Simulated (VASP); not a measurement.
A run of VASP 6.6.1:

File INCAR:

```
SYSTEM = As
PREC = Accurate
ENCUT = 520
EDIFF = 1E-6
ISMEAR = 0
SIGMA = 0.1
LREAL = .False.
LASPH = .True.
NELM = 80
ALGO = Normal
ISIF = 2
LWAVE = .False.
LCHARG = .False.
LDIPOL = .True.
IDIPOL = 3
DIPOL = 0.5 0.5 0.497
GGA = CA
NBANDS = 30
```

File KPOINTS:

```
regular mesh
0
Gamma
  7 6 1
  0 0 0
```

Contents of POSCAR:

```
As
1.0
    3.6500000000      0.0000000000      0.0000000000
    0.0000000000      4.4700000000      0.0000000000
    0.0000000000      0.0000000000     27.9200001152
As
8
Direct
    0.5000000000      0.9400000000      0.3581661876
    0.0000000000      0.5600000000      0.3581661876
    0.5000000000      0.0600000000      0.4448424073
    0.0000000000      0.4400000000      0.4448424073
    0.0000000000      0.9369686258      0.5497749066
    0.5000000000      0.5630313742      0.5497749066
    0.0000000000      0.0631888443      0.6354583148
    0.5000000000      0.4368111557      0.6354583148
```

Potentials or basis: VASP PAW LDA potentials, release 64 (As).

Command:

```bash
$ cat potpaw_LDA.64/As/POTCAR > POTCAR
$ mpirun -np 1 vasp_std > vasp.out
```

Hardware: 1 thread of Intel(R) Xeon(R) Platinum 8259CL CPU @ 2.50GHz (Skylake/Cascade Lake) (shared host).

Question: How long does it take, and how much memory?

Answer: Run time: 6.6 min on 1 thread of Intel(R) Xeon(R) Platinum 8259CL CPU @ 2.50GHz (Skylake/Cascade Lake) (shared host), peak memory 0.44 GiB. Counts: scf iterations 22, k points 16.
